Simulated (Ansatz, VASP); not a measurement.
# One calculation of Pt, two programs

```xyz
1
Lattice="0.0000 1.9706 1.9706 1.9706 0.0000 1.9706 1.9706 1.9706 0.0000" Properties=species:S:1:pos:R:3 pbc="T T T"
Pt    0.0000    0.0000    0.0000
```

Alike in both runs: task single point; functional r2SCAN; k mesh 14 × 14 × 14; occupations methfessel-paxton of order 1, width 1 eV; no spin polarisation.

|  | VASP | Ansatz |
| --- | --- | --- |
| version | VASP 6.6.1 | Ansatz 0.2.0 |
| potentials or method | VASP PAW PBE potentials, release 64 (Pt), cutoff 520 eV | plane waves (500 eV) with PAW, scalar-relativistic |
| valence electrons in the cell | 10 | 18 |

```csv
,VASP,Ansatz,Ansatz less VASP
pressure (GPa),0.9,0.3,-0.69
```

VASP's potentials were made for PBE, not for r2SCAN. VASP's potentials hold 10 valence electrons a cell and Ansatz's 18, so a difference there can come from the potentials and not from the codes.

Neither program's run includes spin-orbit coupling.
